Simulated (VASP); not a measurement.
# Ag3Au (Pm-3m) in VASP: relaxation of cell and atoms with LDA

Aim: the relaxation of cell and atoms of Ag3Au with LDA.

All numbers are computed with VASP 6.6.1; they aren't measurements. Logs are shortened: lines on timing, memory, paths and dates and some standing lists are left out, and cuts for length are marked.

## Step 1: The cell of the first run

The structure is cubic, space group Pm-3m (No. 221). Conventional cell: a = 4.085 Å, b = 4.085 Å, c = 4.085 Å, α = 90.00°, β = 90.00°, γ = 90.00°. Within 3.8 Å of Au (site symmetry m-3m) lie 12 Ag at 2.89 Å. Within 3.8 Å of Ag (site symmetry 4/mmm) lie 4 Au at 2.89 Å and 8 Ag at 2.89 Å.

## Step 2: Relaxation of cell and atoms, LDA

The input, INCAR:

```
PREC = Accurate ; ENCUT = 600
EDIFF = 1E-6 ; ISMEAR = -1
SIGMA = 0.1 ; LREAL = F
LASPH = T ; NELM = 100
ALGO = Normal ; ISIF = 3
LWAVE = F ; LCHARG = F
IBRION = 2 ; NSW = 80
EDIFFG = -0.02
```

The input, KPOINTS:

```
Automatic mesh
0
Gamma
  4 4 4
```

The input, POSCAR:

```
Ag3Au
1.0
    4.0850000000      0.0000000000      0.0000000000
    0.0000000000      4.0850000000      0.0000000000
    0.0000000000      0.0000000000      4.0850000000
Au Ag
1 3
Direct
    0.0000000000      0.0000000000      0.0000000000
    0.0000000000      0.5000000000      0.5000000000
    0.5000000000      0.0000000000      0.5000000000
    0.5000000000      0.5000000000      0.0000000000
```

Potentials or basis: VASP PAW LDA potentials, release 64 (Au, Ag).

Launch:

```bash
$ cat potpaw_LDA.64/Au/POTCAR potpaw_LDA.64/Ag/POTCAR > POTCAR
$ mpirun -np 1 vasp_std > vasp.out
```

OUTCAR:

```text
PREC = Accurate
   ENCUT = 600
   EDIFF = 1E-6
   ISMEAR = -1
   LREAL = F
   LASPH = T
   NELM = 100
   ISIF = 3
   IBRION = 2
   NSW = 80
   EDIFFG = -0.02

 ion  position               nearest neighbor table
   1  0.000  0.000  0.000-   2 2.89   3 2.89   4 2.89   2 2.89   3 2.89   2 2.89   4 2.89   2 2.89
                             3 2.89   4 2.89   3 2.89   4 2.89
   2  0.000  0.500  0.500-   1 2.89   3 2.89   4 2.89   1 2.89   4 2.89   1 2.89   3 2.89   1 2.89
                             3 2.89   4 2.89   4 2.89   3 2.89
   3  0.500  0.000  0.500-   1 2.89   2 2.89   4 2.89   1 2.89   4 2.89   2 2.89   4 2.89   4 2.89
                             1 2.89   2 2.89   1 2.89   2 2.89
   4  0.500  0.500  0.000-   1 2.89   2 2.89   3 2.89   2 2.89   3 2.89   1 2.89   3 2.89   3 2.89
                             1 2.89   2 2.89   2 2.89   1 2.89

  LATTYP: Found a simple cubic cell.
 ALAT       =     4.0850000000

  Lattice vectors:

 A1 = (   4.0850000000,   0.0000000000,   0.0000000000)
 A2 = (   0.0000000000,   4.0850000000,   0.0000000000)
 A3 = (   0.0000000000,   0.0000000000,   4.0850000000)

Analysis of symmetry for initial positions (statically):
=====================================================================
 Subroutine PRICEL returns:
 Original cell was already a primitive cell.

 Routine SETGRP: Setting up the symmetry group for a
 simple cubic supercell.

 Subroutine GETGRP returns: Found 48 space group operations
 (whereof 48 operations were pure point group operations)
 out of a pool of 48 trial point group operations.

The static configuration has the point symmetry O_h .

Analysis of symmetry for dynamics (positions and initial velocities):
=====================================================================
 Subroutine PRICEL returns:
 Original cell was already a primitive cell.

 Routine SETGRP: Setting up the symmetry group for a
 simple cubic supercell.

 Subroutine GETGRP returns: Found 48 space group operations
 (whereof 48 operations were pure point group operations)
 out of a pool of 48 trial point group operations.

The dynamic configuration has the point symmetry O_h .

 Subroutine INISYM returns: Found 48 space group operations
 (whereof 48 operations are pure point group operations),
 and found     1 'primitive' translations

----------------------------------------------------------------------------------------

                                     Primitive cell

  volume of cell :      68.1673

  direct lattice vectors                    reciprocal lattice vectors
     4.085000000  0.000000000  0.000000000     0.244798042  0.000000000  0.000000000
     0.000000000  4.085000000  0.000000000     0.000000000  0.244798042  0.000000000
     0.000000000  0.000000000  4.085000000     0.000000000  0.000000000  0.244798042

  length of vectors
     4.085000000  4.085000000  4.085000000     0.244798042  0.244798042  0.244798042

  position of ions in fractional coordinates (direct lattice)
     0.000000000  0.000000000  0.000000000
     0.000000000  0.500000000  0.500000000
     0.500000000  0.000000000  0.500000000
     0.500000000  0.500000000  0.000000000

  ion indices of the primitive-cell ions
   primitive index   ion index
                 1           1
                 2           2
                 3           3
                 4           4

----------------------------------------------------------------------------------------

 KPOINTS: Automatic mesh

Automatic generation of k-mesh.
 Grid dimensions read from file:
 generate k-points for:    4    4    4

 Generating k-lattice:

  Cartesian coordinates                     Fractional coordinates (reciprocal lattice)
     0.061199510  0.000000000  0.000000000     0.250000000  0.000000000  0.000000000
     0.000000000  0.061199510  0.000000000     0.000000000  0.250000000  0.000000000
     0.000000000  0.000000000  0.061199510     0.000000000  0.000000000  0.250000000

  Length of vectors
     0.061199510  0.061199510  0.061199510

  Shift w.r.t. Gamma in fractional coordinates (k-lattice)
     0.000000000  0.000000000  0.000000000

 Subroutine IBZKPT returns following result:
 ===========================================

 Found     10 irreducible k-points:

 Following reciprocal coordinates:
            Coordinates               Weight
  0.000000  0.000000  0.000000      1.000000
  0.250000  0.000000  0.000000      6.000000
  0.500000  0.000000  0.000000      3.000000
  0.250000  0.250000  0.000000     12.000000
  0.500000  0.250000  0.000000     12.000000
  0.500000  0.500000  0.000000      3.000000
  0.250000  0.250000  0.250000      8.000000
  0.500000  0.250000  0.250000     12.000000
  0.500000  0.500000  0.250000      6.000000
  0.500000  0.500000  0.500000      1.000000
   k-points           NKPTS =     10   k-points in BZ     NKDIM =     10   number of bands    NBANDS=     26
   number of dos      NEDOS =    301   number of ions     NIONS =      4
   total plane-waves  NPLWV =  46656
   dimension x,y,z NGX =    36 NGY =   36 NGZ =   36
   dimension x,y,z NGXF=    72 NGYF=   72 NGZF=   72
   ions per type =               1   3
   NGX,Y,Z   is equivalent  to a cutoff of  14.65, 14.65, 14.65 a.u.
   NGXF,Y,Z  is equivalent  to a cutoff of  29.30, 29.30, 29.30 a.u.
 SYSTEM =  unknown system
   PREC   = accura    normal or accurate (medium, high low for compatibility)
   ISTART =      0    job   : 0-new  1-cont  2-samecut
   ICHARG =      2    charge: 1-file 2-atom 10-const
   ISPIN  =      1    spin polarized calculation?
   LNONCOLLINEAR =      F non collinear calculations
   LSORBIT =      F    spin-orbit coupling
   LASPH  =      T    aspherical Exc in radial PAW
   ENCUT  =  600.0 eV  44.10 Ry    6.64 a.u.   8.16  8.16  8.16*2*pi/ulx,y,z
   NELM   =    100;   NELMIN=  2; NELMDL= -5     # of ELM steps
   EDIFF  = 0.1E-05   stopping-criterion for ELM
   LREAL  =      F    real-space projection
   EDIFFG = -.2E-01   stopping-criterion for IOM
   NSW    =     80    number of steps for IOM
   IBRION =      2    ionic relax: 0-MD 1-quasi-New 2-CG
   NFREE  =      1    steps in history (QN), initial steepest desc. (CG)
   ISIF   =      3    stress and relaxation
   ISYM   =      2    0-nonsym 1-usesym 2-fastsym
   POTIM  = 0.5000    time-step for ionic-motion
   TEBEG  =    0.0;   TEEND  =   0.0 temperature during run
   PSTRESS=    0.0 pullay stress
   NELECT =      44.0000    total number of electrons
   NUPDOWN=      -1.0000    fix difference up-down
   EMIN   =  10.00;   EMAX   =-10.00  energy-range for DOS
   EFERMI =   0.00;   METHOD = LEGACY
   ISMEAR =    -1;   SIGMA  =   0.10  broadening in eV -4-tet -1-fermi 0-gaus
   EFERMI_NEDOS =   21; number of points for ismear=-14 and -15
   IALGO  =     38    algorithm
   IMIX   =      4    mixing-type and parameters
     AMIX     =   0.40;   BMIX     =  1.00
     AMIX_MAG =   1.60;   BMIX_MAG =  1.00
  volume/ion in A,a.u.               =      17.04       115.00
  Fermi-wavevector in a.u.,A,eV,Ry     =   1.414817  2.673617 27.234887  2.001708
  Thomas-Fermi vector in A             =   2.536320
   LORBIT       =      0    0 simple, 1 ext, 2 COOP (PROOUT), +10 PAW based schemes
   GGA     = CA    functional components
   LHFCALC =     F    Hartree Fock is set to
   AEXX    =    0.0000 exact exchange contribution
   IVDW    =     0    specifies the selected vdW correction
   LEPSILON=     F    determine dielectric tensor
   LRPA    =     F    only Hartree local field effects (RPA)
 conjugate gradient relaxation of ions
 non-spin polarized calculation
  energy-cutoff  :      600.00
  volume of cell :       68.17
 maximum number of plane-waves:      2301
 NGX is ok and might be reduce to    36
   NGX = 17   NGY = 17   NGZ = 17

--------------------------------------- Ionic step        1  -------------------------------------------

 number of electron      43.9999994 magnetization

 Free energy of the ion-electron system (eV)
  ---------------------------------------------------
  ext. energy  EPLUGINS =         0.00000000
  ---------------------------------------------------
  free energy    TOTEN  =       -15.84452718 eV

  energy without entropy =      -15.79018143  energy(sigma->0) =      -15.81735430

------------------------ aborting loop because EDIFF is reached ----------------------------------------

  FORCE on cell =-STRESS in cart. coord.  units (eV):
  Direction    XX          YY          ZZ          XY          YZ          ZX
  --------------------------------------------------------------------------------------
  -------------------------------------------------------------------------------------
  Total       -3.1657666     -3.1657666     -3.1657666     -0.0000000     -0.0000000      0.0000000
  in kB      -74.4069133    -74.4069133    -74.4069133     -0.0000000     -0.0000000      0.0000000
  external PRESSURE =     -74.4069133 kB  Pullay stress =       0.0000000 kB
[... 23 lines left out ...]
  energy  without entropy=      -15.7901814302  energy(sigma->0) =      -15.81735430

--------------------------------------- Ionic step        2  -------------------------------------------

 number of electron      44.0000000 magnetization

 E-fermi :  10.3413     XC(G=0): -13.3879

 val. band max:       10.1718157450   @ k =   0.5000   0.5000   0.2500
 cond. band min:      10.4755188685   @ k =   0.5000   0.5000   0.0000
 fundamental gap:      0.3037031234
 Fermi energy:        10.3413484588

 k-point     1 :       0.0000    0.0000    0.0000
  band No.  band energies     occupation
      1       0.8393      2.00000
      2       2.7494      2.00000
      3       2.7494      2.00000
      4       2.8586      2.00000
      5       2.9962      2.00000
      6       2.9962      2.00000
[... 314 lines left out ...]
  energy  without entropy=      -15.7659191239  energy(sigma->0) =      -15.79039199

--------------------------------------- Ionic step        3  -------------------------------------------

 number of electron      44.0000008 magnetization

 Free energy of the ion-electron system (eV)
  ---------------------------------------------------
  ext. energy  EPLUGINS =         0.00000000
  ---------------------------------------------------
  free energy    TOTEN  =       -15.93703508 eV

  energy without entropy =      -15.88521262  energy(sigma->0) =      -15.91112385

 E-fermi :   9.2956     XC(G=0): -13.0209

 val. band max:        9.1630243958   @ k =   0.5000   0.5000   0.2500
 cond. band min:       9.3846491082   @ k =   0.5000   0.5000   0.0000
 fundamental gap:      0.2216247124
 Fermi energy:         9.2955545065

 k-point     1 :       0.0000    0.0000    0.0000
  band No.  band energies     occupation
      1       0.3852      2.00000
      2       2.2678      2.00000
      3       2.2678      2.00000
      4       2.3443      2.00000
      5       2.4783      2.00000
      6       2.4783      2.00000
[... 310 lines left out ...]
  FREE ENERGIE OF THE ION-ELECTRON SYSTEM (eV)
  ---------------------------------------------------
  free  energy   TOTEN  =       -15.9370350790 eV

  energy  without entropy=      -15.8852126181  energy(sigma->0) =      -15.91112385

 reached required accuracy - stopping structural energy minimisation
```

It took 26 s on 1 thread of AMD EPYC 9R45 (Zen 5), shared host; peak memory 0.16 GiB.

Results:

| Item | Value |
| --- | --- |
| Free energy | -15.9370 eV |
| Relaxed volume | 16.12 Å³/atom |
| Relaxed cell | a = 4.010 Å, b = 4.010 Å, c = 4.010 Å, α = 90.00°, β = 90.00°, γ = 90.00° |
| Space group after relaxing (to 0.05 Å) | Pm-3m (No. 221) |
| Energy gained by relaxing | 23.1 meV/atom |
| Ionic steps | 3 |
| Pressure after relaxing | -0.1 GPa |
| Band gap on the k mesh | zero (band 22 reaches 10.60 eV, above the bottom of band 23 at 8.50 eV) |

Step by step:
| step | energy change (eV) | largest force (eV/Å) | pressure (GPa) | volume (Å³) |
| --- | --- | --- | --- | --- |
| 1 | 0.0000 | 0.0000 | -7.44 | 68.17 |
| 2 | 0.0297 | 0.0000 | 11.10 | 60.65 |
| 3 | -0.0925 | 0.0000 | -0.10 | 64.47 |

Final structure:
```yaml
crystal:
  lattice:
    - [4.00976, 0.00000, 0.00000]
    - [0.00000, 4.00976, 0.00000]
    - [0.00000, 0.00000, 4.00976]
  atoms:
    - { symbol: Au, position: [0.00000, 0.00000, 0.00000] }
    - { symbol: Ag, position: [0.00000, 0.50000, 0.50000] }
    - { symbol: Ag, position: [0.50000, 0.00000, 0.50000] }
    - { symbol: Ag, position: [0.50000, 0.50000, 0.00000] }
```

Caveat: the k points lie up to 0.39 Å⁻¹ apart in the final cell; spin-orbit coupling is left out, which moves the levels of the heavy elements.
